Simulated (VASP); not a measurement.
# BeTe (F-43m) in VASP: notebook

The runs below take BeTe through relaxation of cell and atoms, single point, with PBEsol.

Program: VASP 6.6.1. These are calculated values, not measurements. Logs are shortened: lines on timing, memory, paths and dates and some standing lists are left out, and cuts for length are marked.

**1. The cell of the first run**

It takes space group F-43m (No. 216, cubic). Conventional cell: a = 5.540 Å, b = 5.540 Å, c = 5.540 Å, α = 90.00°, β = 90.00°, γ = 90.00°. Within 3.2 Å of Be (site symmetry -43m) lie 4 Te at 2.40 Å. Te (site symmetry -43m) has 4 Be at 2.40 Å within 3.2 Å.

**2. Relaxation of cell and atoms, PBEsol**

INCAR reads:

```
PREC = Accurate
ENCUT = 600
EDIFF = 1E-6
ISMEAR = -1
SIGMA = 0.05
LREAL = False
LASPH = True
NELM = 100
ALGO = Normal
ISIF = 3
LWAVE = False
LCHARG = False
GGA = PS
IBRION = 2
NSW = 100
EDIFFG = -0.002
```

KPOINTS reads:

```
regular mesh
0
Gamma
  12 12 12
```

POSCAR reads:

```
BeTe
1.0
    2.7700000000      2.7700000000      0.0000000000
   -2.7700000000      2.7700000000      0.0000000000
    0.0000000000      2.7700000000      2.7700000000
Be Te
1 1
Direct
    0.0000000000      0.0000000000      0.0000000000
    0.7500000000      0.2500000000      0.5000000000
```

Potentials or basis: VASP PAW PBE potentials, release 64 (Be, Te).

Launch:

```bash
$ cat potpaw_PBE.64/Be/POTCAR potpaw_PBE.64/Te/POTCAR > POTCAR
$ mpirun -np 1 vasp_std > vasp.out
```

OUTCAR:

```text
PREC = Accurate
   ENCUT = 600
   EDIFF = 1E-6
   ISMEAR = -1
   LREAL = False
   LASPH = True
   NELM = 100
   ISIF = 3
   GGA = PS
   IBRION = 2
   NSW = 100
   EDIFFG = -0.002

 ion  position               nearest neighbor table
   1  0.000  0.000  0.000-   2 2.40   2 2.40   2 2.40   2 2.40
   2  0.750  0.250  0.500-   1 2.40   1 2.40   1 2.40   1 2.40

  LATTYP: Found a face centered cubic cell.
 ALAT       =     5.5400000000

  Lattice vectors:

 A1 = (   0.0000000000,   2.7700000000,   2.7700000000)
 A2 = (   2.7700000000,   0.0000000000,   2.7700000000)
 A3 = (   2.7700000000,   2.7700000000,   0.0000000000)

Analysis of symmetry for initial positions (statically):
=====================================================================
 Subroutine PRICEL returns:
 Original cell was already a primitive cell.

 Routine SETGRP: Setting up the symmetry group for a
 face centered cubic supercell.

 Subroutine GETGRP returns: Found 24 space group operations
 (whereof 24 operations were pure point group operations)
 out of a pool of 48 trial point group operations.

The static configuration has the point symmetry T_d .

Analysis of symmetry for dynamics (positions and initial velocities):
=====================================================================
 Subroutine PRICEL returns:
 Original cell was already a primitive cell.

 Routine SETGRP: Setting up the symmetry group for a
 face centered cubic supercell.

 Subroutine GETGRP returns: Found 24 space group operations
 (whereof 24 operations were pure point group operations)
 out of a pool of 48 trial point group operations.

The dynamic configuration has the point symmetry T_d .

 Subroutine INISYM returns: Found 24 space group operations
 (whereof 24 operations are pure point group operations),
 and found     1 'primitive' translations

----------------------------------------------------------------------------------------

                                     Primitive cell

  volume of cell :      42.5079

  direct lattice vectors                    reciprocal lattice vectors
     2.770000000  2.770000000  0.000000000     0.180505415  0.180505415 -0.180505415
    -2.770000000  2.770000000  0.000000000    -0.180505415  0.180505415 -0.180505415
     0.000000000  2.770000000  2.770000000     0.000000000  0.000000000  0.361010830

  length of vectors
     3.917371568  3.917371568  3.917371568     0.312644550  0.312644550  0.361010830

  position of ions in fractional coordinates (direct lattice)
     0.000000000  0.000000000  0.000000000
     0.750000000  0.250000000  0.500000000

  ion indices of the primitive-cell ions
   primitive index   ion index
                 1           1
                 2           2

----------------------------------------------------------------------------------------

 KPOINTS: regular mesh

Automatic generation of k-mesh.
 Grid dimensions read from file:
 generate k-points for:   12   12   12

 Generating k-lattice:

  Cartesian coordinates                     Fractional coordinates (reciprocal lattice)
     0.015042118  0.015042118 -0.015042118     0.083333333  0.000000000  0.000000000
    -0.015042118  0.015042118 -0.015042118     0.000000000  0.083333333  0.000000000
     0.000000000  0.000000000  0.030084236     0.000000000  0.000000000  0.083333333

  Length of vectors
     0.026053713  0.026053713  0.030084236

  Shift w.r.t. Gamma in fractional coordinates (k-lattice)
     0.000000000  0.000000000  0.000000000

 Subroutine IBZKPT returns following result:
 ===========================================

 Found     72 irreducible k-points:

 Following reciprocal coordinates:
            Coordinates               Weight
  0.000000  0.000000  0.000000      1.000000
  0.083333  0.000000  0.000000      8.000000
  0.166667  0.000000  0.000000      8.000000
  0.250000  0.000000  0.000000      8.000000
  0.333333  0.000000  0.000000      8.000000
  0.416667  0.000000  0.000000      8.000000
[... 16 lines left out ...]
  0.500000  0.166667  0.000000     24.000000
 -0.416667  0.166667  0.000000     24.000000
 [... further k-points ...]
   k-points           NKPTS =     72   k-points in BZ     NKDIM =     72   number of bands    NBANDS=      8
   number of dos      NEDOS =    301   number of ions     NIONS =      2
   total plane-waves  NPLWV =  32768
   dimension x,y,z NGX =    32 NGY =   32 NGZ =   32
   dimension x,y,z NGXF=    64 NGYF=   64 NGZF=   64
   ions per type =               1   1
   NGX,Y,Z   is equivalent  to a cutoff of  13.58, 13.58, 13.58 a.u.
   NGXF,Y,Z  is equivalent  to a cutoff of  27.16, 27.16, 27.16 a.u.
 SYSTEM =  unknown system
   PREC   = accura    normal or accurate (medium, high low for compatibility)
   ISTART =      0    job   : 0-new  1-cont  2-samecut
   ICHARG =      2    charge: 1-file 2-atom 10-const
   ISPIN  =      1    spin polarized calculation?
   LNONCOLLINEAR =      F non collinear calculations
   LSORBIT =      F    spin-orbit coupling
   LASPH  =      T    aspherical Exc in radial PAW
   ENCUT  =  600.0 eV  44.10 Ry    6.64 a.u.   7.82  7.82  7.82*2*pi/ulx,y,z
   NELM   =    100;   NELMIN=  2; NELMDL= -5     # of ELM steps
   EDIFF  = 0.1E-05   stopping-criterion for ELM
   LREAL  =      F    real-space projection
   EDIFFG = -.2E-02   stopping-criterion for IOM
   NSW    =    100    number of steps for IOM
   IBRION =      2    ionic relax: 0-MD 1-quasi-New 2-CG
   NFREE  =      1    steps in history (QN), initial steepest desc. (CG)
   ISIF   =      3    stress and relaxation
   ISYM   =      2    0-nonsym 1-usesym 2-fastsym
   POTIM  = 0.5000    time-step for ionic-motion
   TEBEG  =    0.0;   TEEND  =   0.0 temperature during run
   PSTRESS=    0.0 pullay stress
   NELECT =       8.0000    total number of electrons
   NUPDOWN=      -1.0000    fix difference up-down
   EMIN   =  10.00;   EMAX   =-10.00  energy-range for DOS
   EFERMI =   0.00;   METHOD = LEGACY
   ISMEAR =    -1;   SIGMA  =   0.05  broadening in eV -4-tet -1-fermi 0-gaus
   EFERMI_NEDOS =   21; number of points for ismear=-14 and -15
   IALGO  =     38    algorithm
   IMIX   =      4    mixing-type and parameters
     AMIX     =   0.40;   BMIX     =  1.00
     AMIX_MAG =   1.60;   BMIX_MAG =  1.00
  volume/ion in A,a.u.               =      21.25       143.43
  Fermi-wavevector in a.u.,A,eV,Ry     =   0.938170  1.772885 11.975354  0.880164
  Thomas-Fermi vector in A             =   2.065355
   LORBIT       =      0    0 simple, 1 ext, 2 COOP (PROOUT), +10 PAW based schemes
   GGA     = PS    functional components
   LHFCALC =     F    Hartree Fock is set to
   AEXX    =    0.0000 exact exchange contribution
   IVDW    =     0    specifies the selected vdW correction
   LEPSILON=     F    determine dielectric tensor
   LRPA    =     F    only Hartree local field effects (RPA)
 conjugate gradient relaxation of ions
 non-spin polarized calculation
  energy-cutoff  :      600.00
  volume of cell :       42.51
 maximum number of plane-waves:      1435
   NGX = 15   NGY = 15   NGZ = 15

--------------------------------------- Ionic step        1  -------------------------------------------

 number of electron       8.0000000 magnetization

 Free energy of the ion-electron system (eV)
  ---------------------------------------------------
  ext. energy  EPLUGINS =         0.00000000
  ---------------------------------------------------
  free energy    TOTEN  =        -8.20380538 eV

  energy without entropy =       -8.20380538  energy(sigma->0) =       -8.20380538

------------------------ aborting loop because EDIFF is reached ----------------------------------------

  FORCE on cell =-STRESS in cart. coord.  units (eV):
  Direction    XX          YY          ZZ          XY          YZ          ZX
  --------------------------------------------------------------------------------------
  -------------------------------------------------------------------------------------
  Total        0.6715830      0.6715830      0.6715830     -0.0000000     -0.0000000     -0.0000000
  in kB       25.3128457     25.3128457     25.3128457     -0.0000000     -0.0000000     -0.0000000
  external PRESSURE =      25.3128457 kB  Pullay stress =       0.0000000 kB
[... 57 lines left out ...]
  energy  without entropy=       -8.2159360296  energy(sigma->0) =       -8.21593603

--------------------------------------- Ionic step        3  -------------------------------------------

 number of electron       8.0000000 magnetization

 Free energy of the ion-electron system (eV)
  ---------------------------------------------------
  ext. energy  EPLUGINS =         0.00000000
  ---------------------------------------------------
  free energy    TOTEN  =        -8.21666353 eV

  energy without entropy =       -8.21666353  energy(sigma->0) =       -8.21666353

 E-fermi :   6.0438     XC(G=0):  -9.2434

 val. band max:        5.1222526696   @ k =   0.0000   0.0000   0.0000
 cond. band min:       6.9501918194   @ k =   0.5000   0.5000   0.0000
 fundamental gap:      1.8279391499
 Fermi energy:         6.0438250000

 k-point     1 :       0.0000    0.0000    0.0000
  band No.  band energies     occupation
      1      -7.2807      2.00000
      2       5.1223      2.00000
      3       5.1223      2.00000
      4       5.1223      2.00000
      5       8.7128      0.00000
      6       8.7128      0.00000
      7       8.7128      0.00000
      8       8.9312      0.00000
[... 243 lines left out ...]
 k-point    24 :      -0.4167    0.1667    0.0000
  band No.  band energies     occupation
      1      -6.0540      2.00000
      2       0.4332      2.00000
      3       3.1064      2.00000
      4       3.4282      2.00000
      5       8.4005      0.00000
      6      10.2989      0.00000
      7      11.0251      0.00000
      8      11.1793      0.00000

 [... further k-points ...]

------------------------ aborting loop because EDIFF is reached ----------------------------------------

  FORCE on cell =-STRESS in cart. coord.  units (eV):
  Direction    XX          YY          ZZ          XY          YZ          ZX
  --------------------------------------------------------------------------------------
  -------------------------------------------------------------------------------------
  Total        0.0005604      0.0005604      0.0005604     -0.0000000     -0.0000000     -0.0000000
  in kB        0.0203196      0.0203196      0.0203196     -0.0000000     -0.0000000     -0.0000000
  external PRESSURE =       0.0203196 kB  Pullay stress =       0.0000000 kB
[... 17 lines left out ...]
  FREE ENERGIE OF THE ION-ELECTRON SYSTEM (eV)
  ---------------------------------------------------
  free  energy   TOTEN  =        -8.2166635256 eV

  energy  without entropy=       -8.2166635255  energy(sigma->0) =       -8.21666353

 reached required accuracy - stopping structural energy minimisation
```

Run time: 73 s. Hardware: 1 thread of Intel Xeon 8259CL, shared host; peak memory 0.2 GiB.

What came out:

- Free energy: -8.2167 eV
- Relaxed volume: 22.09 Å³/atom
- Relaxed cell: a = 3.968 Å, b = 3.968 Å, c = 3.968 Å, α = 60.00°, β = 60.00°, γ = 90.00°
- Space group after relaxing (to 0.1 Å): F-43m (No. 216)
- Energy gained by relaxing: 6.4 meV/atom
- Ionic steps: 3
- Pressure after relaxing: 0.0 GPa
- Band gap on the k mesh: 1.83 eV (least direct gap 3.59 eV)

Step by step:
```
step  energy change (eV)  largest force (eV/Å)  pressure (GPa)  volume (Å³)
   1              0.0000                0.0000            2.53        42.51
   2             -0.0121                0.0000           -0.55        44.61
   3             -0.0129                0.0000            0.00        44.19
```

Final structure:
```yaml
crystal:
  lattice:
    - [2.80605, 2.80605, 0.00000]
    - [-2.80605, 2.80605, 0.00000]
    - [0.00000, 2.80605, 2.80605]
  atoms:
    - { symbol: Be, position: [0.00000, 0.00000, 0.00000] }
    - { symbol: Te, position: [0.75000, 0.25000, 0.50000] }
```

Caveat: the PAW data sets were made with another functional, which shifts forces and pressure a little; spin-orbit coupling is left out, which moves the levels of the heavy elements. A k mesh can miss the band edges.

**3. Single point, PBEsol, non-collinear spin, zero start, spin-orbit coupling**

This run uses another cell than the first one, of 19.36 Å³/atom.

INCAR reads:

```
PREC = Accurate
ENCUT = 520
EDIFF = 1E-6
ISMEAR = 0
SIGMA = 0.01
LREAL = F
LASPH = T
NELM = 150
ALGO = Normal
ISIF = 2
LWAVE = F
LCHARG = F
LNONCOLLINEAR = T
MAGMOM = 0 0 0 0 0 0
LORBIT = 11
LSORBIT = T
GGA_COMPAT = F
LORBMOM = T
GGA = PS
NBANDS = 20
```

KPOINTS reads:

```
Automatic mesh
0
Gamma
  8 8 8
```

POSCAR reads:

```
BeTe
1.0
    2.6851167564      2.6851167564      0.0000000000
   -2.6851167564      2.6851167564      0.0000000000
    0.0000000000      2.6851167564      2.6851167564
Be Te
1 1
Direct
    0.0000000000      0.0000000000      0.0000000000
    0.7500000000      0.2500000000      0.5000000000
```

Potentials or basis: VASP PAW PBE potentials, release 64 (Be, Te).

Launch:

```bash
$ cat potpaw_PBE.64/Be/POTCAR potpaw_PBE.64/Te/POTCAR > POTCAR
$ mpirun -np 1 vasp_ncl > vasp.out
```

It took 2 min on 1 thread of Intel Xeon 8259CL, shared host; peak memory 0.27 GiB.

The run converged. Its results:

```
Free energy                                           : -8.1412 eV
Pressure                                              : 10.4 GPa
Net moment                                            : 0.00 μB per cell
Valence electrons inside the program's atomic spheres : Be 1.11; Te 3.60
```

Moments on the atoms (μB; x, y, z):
```
Be  0.00 0.00 0.00
Te  0.00 0.00 0.00
```

Caveat: the cell stands under pressure; the PAW data sets were made with another functional, which shifts forces and pressure a little.
